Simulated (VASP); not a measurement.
# BAs (Pmmm) in VASP: further runs, part 2 of 2

VASP 6.6.1. Earlier steps stand in the parts before.

## 4. Relaxation of cell and atoms, PBE

File INCAR:

```
SYSTEM = BAs
  ALGO = Normal
  EDIFF = 1E-7
  EDIFFG = -0.04
  ENCUT = 600
  GGA = PE
  IBRION = 2
  ISIF = 3
  ISMEAR = 0
  LASPH = .True.
  LCHARG = .False.
  LREAL = .False.
  LWAVE = .False.
  NELM = 80
  NSW = 90
  PREC = Accurate
  SIGMA = 0.1
```

File KPOINTS:

```
k-points
0
Gamma
  6 6 2
  0 0 0
```

File POSCAR:

```
BAs
1.0
    2.9672228100      0.0000000000      0.0000000000
    0.0000000000      3.3493081200      0.0000000000
    0.0000000000      0.0000000000      7.7386263000
B As
3 3
Direct
    0.5000000000      0.5000000000      0.1780484600
    0.5000000000      0.5000000000      0.8219515400
    0.0000000000      0.0000000000      0.5000000000
    0.5000000000      0.0000000000      0.3219515400
    0.0000000000      0.5000000000      0.0000000000
    0.5000000000      0.0000000000      0.6780484600
```

Potentials or basis: VASP PAW PBE potentials, release 64 (B, As).

On the command line:

```
$ cat potpaw_PBE.64/B/POTCAR potpaw_PBE.64/As/POTCAR > POTCAR
$ mpirun -np 1 vasp_std > vasp.out
```

OUTCAR:

```text
SYSTEM = BAs
   EDIFF = 1E-7
   EDIFFG = -0.04
   ENCUT = 600
   GGA = PE
   IBRION = 2
   ISIF = 3
   ISMEAR = 0
   LASPH = .True.
   LREAL = .False.
   NELM = 80
   NSW = 90
   PREC = Accurate

 ion  position               nearest neighbor table
   1  0.500  0.500  0.178-   4 2.01   4 2.01   5 2.02   5 2.02
   2  0.500  0.500  0.822-   6 2.01   6 2.01   5 2.02   5 2.02
   3  0.000  0.000  0.500-   4 2.02   6 2.02   4 2.02   6 2.02
   4  0.500  0.000  0.322-   1 2.01   1 2.01   3 2.02   3 2.02   6 2.76
   5  0.000  0.500  0.000-   1 2.02   2 2.02   1 2.02   2 2.02
   6  0.500  0.000  0.678-   2 2.01   2 2.01   3 2.02   3 2.02   4 2.76

  LATTYP: Found a simple orthorhombic cell.
 ALAT       =     2.9672228100
 B/A-ratio  =     1.1287686616
 C/A-ratio  =     2.6080368060

  Lattice vectors:

 A1 = (   2.9672228100,   0.0000000000,   0.0000000000)
 A2 = (   0.0000000000,   3.3493081200,   0.0000000000)
 A3 = (   0.0000000000,   0.0000000000,   7.7386263000)

Analysis of symmetry for initial positions (statically):
=====================================================================
 Subroutine PRICEL returns:
 Original cell was already a primitive cell.

 Routine SETGRP: Setting up the symmetry group for a
 simple orthorhombic supercell.

 Subroutine GETGRP returns: Found  8 space group operations
 (whereof  8 operations were pure point group operations)
 out of a pool of  8 trial point group operations.
[... 179 lines left out ...]
  --------------------------------------------------------------------------------------
  -------------------------------------------------------------------------------------
  Total       17.8957539      2.7068477     13.0350584     -0.0000000      0.0000000      0.0000000
  in kB      372.8133410     56.3904125    271.5528894     -0.0000000      0.0000000      0.0000000
  external PRESSURE =     233.5855476 kB  Pullay stress =       0.0000000 kB
[... 27 lines left out ...]
--------------------------------------- Ionic step        2  -------------------------------------------

 number of electron      24.0000000 magnetization

 E-fermi :   4.1559     XC(G=0):  -9.8607

 val. band max:        4.1516552966   @ k =   0.0000   0.5000   0.5000
 cond. band min:       4.1680089479   @ k =   0.0000   0.3333   0.5000
 fundamental gap:      0.0163536514
 Fermi energy:         4.1558508410

 k-point     1 :       0.0000    0.0000    0.0000
  band No.  band energies     occupation
      1      -9.8461      2.00000
      2      -8.4799      2.00000
      3      -7.9735      2.00000
      4      -2.6479      2.00000
      5      -1.9574      2.00000
      6       1.4862      2.00000
[... 726 lines left out ...]
--------------------------------------- Ionic step        9  -------------------------------------------

 number of electron      24.0000001 magnetization

 Free energy of the ion-electron system (eV)
  ---------------------------------------------------
  ext. energy  EPLUGINS =         0.00000000
  ---------------------------------------------------
  free energy    TOTEN  =       -29.99709288 eV

  energy without entropy =      -29.98770593  energy(sigma->0) =      -29.99239941

 E-fermi :   5.2950     XC(G=0): -10.3767

 val. band max:        5.2913885854   @ k =   0.1667   0.0000   0.5000
 cond. band min:       5.3764448248   @ k =   0.1667   0.5000   0.0000
 fundamental gap:      0.0850562394
 Fermi energy:         5.2950355940

 k-point     1 :       0.0000    0.0000    0.0000
  band No.  band energies     occupation
      1      -9.6340      2.00000
      2      -8.0024      2.00000
      3      -7.6845      2.00000
      4      -1.8850      2.00000
      5      -1.3457      2.00000
      6       2.4781      2.00000
[... 480 lines left out ...]
  FREE ENERGIE OF THE ION-ELECTRON SYSTEM (eV)
  ---------------------------------------------------
  free  energy   TOTEN  =       -29.9970928834 eV

  energy  without entropy=      -29.9877059350  energy(sigma->0) =      -29.99239941

 reached required accuracy - stopping structural energy minimisation
```

Run time: 5.8 min. Hardware: 1 thread of AMD EPYC 7R13, shared host; peak memory 0.2 GiB.

Results:

```yaml
Free_energy: -29.9971 eV
Relaxed_volume: 14.64 Å³/atom
Relaxed_cell: a = 3.238 Å, b = 3.281 Å, c = 8.270 Å, α = 90.00°, β = 90.00°, γ = 90.00°
Space_group_after_relaxing_to_0.1_Å: Pmmm (No. 47)
Energy_gained_by_relaxing: 191.1 meV/atom
Ionic_steps: 9
Pressure_after_relaxing: -0.1 GPa
Largest_force_after_relaxing: 0.010 eV/Å
Band_gap_on_the_k_mesh: zero (bands 12 and 13 overlap by 2.97 eV)
```

Forces in eV/Å, atoms in the order of the input:
```
B    0.000  0.000  0.005
B    0.000  0.000 -0.005
B    0.000  0.000  0.000
As   0.000  0.000  0.010
As   0.000  0.000  0.000
As   0.000  0.000 -0.010
```

Step by step:
```
step  energy change (eV)  largest force (eV/Å)  pressure (GPa)  volume (Å³)
   1              0.0000                0.0224           23.36        76.91
   2             -0.7255                0.2613          -10.16        99.31
   3             -1.0787                0.3657           -1.44        89.90
   4             -1.0786                0.3664           -1.78        90.18
   5             -1.1370                0.1243           -0.99        88.94
   6             -1.1411                0.0878           -0.72        88.54
   7             -1.1466                0.0122            0.25        87.64
   8             -1.1466                0.0124            0.25        87.64
   9             -1.1468                0.0099           -0.10        87.85
```

Final structure:
```xyz
6
Lattice="3.2375 0.0000 0.0000 0.0000 3.2809 0.0000 0.0000 0.0000 8.2702" Properties=species:S:1:pos:R:3 pbc="T T T"
B     1.6188    1.6404    1.4500
B     1.6188    1.6404    6.8202
B     0.0000    0.0000    4.1351
As    1.6188    0.0000    2.6846
As    0.0000    1.6404    0.0000
As    1.6188    0.0000    5.5856
```

Levels at points of the mesh, in eV from the Fermi level:
```
           k point  band 9  band 10  band 11  band 12  band 13  band 14  band 15  band 16
(0.00, 0.00, 0.00)   -1.15    -1.06    -0.36     0.61     1.82     2.49     2.62     3.47
(0.50, 0.00, 0.00)   -3.32    -1.49    -1.08    -0.28     2.27     2.44     2.82     4.35
(0.00, 0.50, 0.00)   -2.83    -1.51    -1.46    -1.28     1.92     2.28     3.29     3.97
(0.50, 0.50, 0.00)   -4.78    -4.35    -2.90    -1.36    -1.00    -0.39     2.53     2.70
(0.00, 0.00, 0.50)   -2.36    -2.27     1.53     1.95     1.99     2.06     2.23     2.79
(0.50, 0.00, 0.50)   -1.32    -1.27    -0.42    -0.19     2.02     2.32     2.66     2.75
(0.00, 0.50, 0.50)   -1.51    -1.28    -0.89    -0.13     1.90     2.25     2.78     3.06
(0.50, 0.50, 0.50)   -4.96    -4.42    -2.49    -1.75    -1.02    -0.87     1.26     1.36
```

Caveat: the k points lie up to 0.38 Å⁻¹ apart in the final cell, too coarse for converged energies and pressures of a metal.

## 5. Single point, PBE

This run uses another cell than the first one, of 14.58 Å³/atom.

File INCAR:

```
ALGO = Normal
EDIFF = 1E-7
ENCUT = 520
GGA = PE
ISIF = 2
ISMEAR = 0
LASPH = T
LCHARG = T
LELF = T
LREAL = F
LVHAR = T
LWAVE = F
NBANDS = 21
NELM = 100
PREC = Accurate
SIGMA = 0.1
```

File KPOINTS:

```
k-points
0
Gamma
  12 12 6
```

File POSCAR:

```
BAs
1.0
    3.2337934335      0.0000000000      0.0000000000
    0.0000000000      3.2890062102      0.0000000000
    0.0000000000      0.0000000000      8.2244096164
B As
3 3
Direct
    0.5000000000      0.5000000000      0.1747343278
    0.5000000000      0.5000000000      0.8252656722
    0.0000000000      0.0000000000      0.5000000000
    0.5000000000      0.0000000000      0.3233028089
    0.0000000000      0.5000000000      0.0000000000
    0.5000000000      0.0000000000      0.6766971911
```

On the command line:

```
$ cat potpaw_PBE.64/B/POTCAR potpaw_PBE.64/As/POTCAR > POTCAR
$ mpirun -np 1 vasp_std > vasp.out
```

Run time: 7.2 min. Hardware: 1 thread of AMD EPYC 7R13, shared host; peak memory 0.38 GiB.

Results (log left out):

```yaml
Free_energy: -30.0022 eV
Pressure: 0.5 GPa
Largest_force: 0.021 eV/Å
Band_gap_on_the_k_mesh: zero (bands 12 and 13 overlap by 3.18 eV)
```

Forces on the atoms (eV/Å):
```
B    0.000  0.000 -0.021
B    0.000  0.000  0.021
B    0.000  0.000  0.000
As   0.000  0.000  0.018
As   0.000  0.000  0.000
As   0.000  0.000 -0.018
```

Stress tensor (GPa, compression positive):
```
0.41 0.00 0.00
0.00 0.43 0.00
0.00 0.00 0.55
```

Levels at points of the mesh, in eV from the Fermi level:
```csv
k point,band 10,band 11,band 12,band 13,band 14,band 15
"(0.00, 0.00, 0.00)",-1.18,-0.55,0.42,1.74,2.24,2.42
"(0.50, 0.00, 0.00)",-1.75,-1.34,-0.41,2.14,2.35,2.57
"(0.00, 0.50, 0.00)",-1.72,-1.64,-1.47,1.74,2.08,3.19
"(0.50, 0.50, 0.00)",-4.53,-2.96,-1.59,-1.17,-0.49,2.43
"(0.00, 0.00, 0.50)",-2.45,1.36,1.80,1.81,1.86,2.11
"(0.50, 0.00, 0.50)",-1.54,-0.55,-0.26,1.93,2.22,2.47
"(0.00, 0.50, 0.50)",-1.47,-0.98,-0.30,1.72,2.05,2.71
"(0.50, 0.50, 0.50)",-4.60,-2.53,-1.92,-1.13,-1.10,1.14
```

## 6. Overview

```csv
task,cell,k mesh,cutoff (eV),gap on the mesh (eV),pressure (GPa),largest force (eV/Å)
single point,"a = 2.967, b = 3.349, c = 7.739 Å, 6 atoms, atomic positions A",6 × 6 × 2,520,none,23.4,0.02
single point,"a = 3.235, b = 3.276, c = 8.245 Å, 6 atoms, atomic positions B",6 × 6 × 2,520,none,0.5,0.03
relaxation of cell and atoms,"relaxed from a = 2.967, b = 3.349, c = 7.739 Å, 6 atoms, atomic positions A",6 × 6 × 2,600,none,-0.1,0.01
single point,"a = 3.234, b = 3.289, c = 8.224 Å, 6 atoms, atomic positions B",12 × 12 × 6,520,none,0.5,0.02
```

Alike in all rows: level PBE; potentials or basis VASP PAW PBE potentials, release 64 (B, As); no spin polarisation; smearing gaussian 0.1 eV.

Caveats: some runs use coarse meshes.

Total energies depend on the potentials used, so only differences within one code and one set of settings carry meaning.
